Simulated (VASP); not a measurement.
Wanted: the native input for a VASP 6.6.1 run.

```yaml
Task: electric field gradients
Functional: PBEsol
Potentials_or_basis: VASP PAW PBE potentials, release 64 (Li_sv)
Cutoff: 520 eV
k_mesh: 13 × 13 × 13
Occupations: fermi-dirac, width 0.08 eV
Spin: no spin polarisation
Dipole_correction: no
Further_INCAR_settings: ALGO = Normal; EDIFF = 1e-08; NBANDS = 8
```

The structure of Li lies in POSCAR:

```
Li
1.0
    0.0000000000      2.2201991724      2.2201991724
    2.2201991724      0.0000000000      2.2201991724
    2.2201991724      2.2201991724      0.0000000000
Li
1
Direct
    0.0000000000      0.0000000000      0.0000000000
```

This cell differs from its parent crystal: volume scaled by 1.025.

One way to write it, as run:

INCAR

```
SYSTEM = Li
PREC = Accurate
ENCUT = 520
EDIFF = 1E-8
ISMEAR = -1
SIGMA = 0.08
LREAL = .FALSE.
LASPH = .TRUE.
NELM = 60
ALGO = Normal
ISIF = 2
LWAVE = .FALSE.
LCHARG = .FALSE.
GGA = PS
LEFG = .TRUE.
NBANDS = 8
```

KPOINTS

```
Automatic mesh
0
G
  13 13 13
  0 0 0
```

Potentials or basis: VASP PAW PBE potentials, release 64 (Li_sv).

Run with:

```sh
$ cat potpaw_PBE.64/Li_sv/POTCAR > POTCAR
$ mpirun -np 1 vasp_std > vasp.out
```

Run time: 4 s on 1 thread of Intel(R) Xeon(R) 6975P-C (Granite Rapids), on a shared host, peak memory 0.13 GiB.
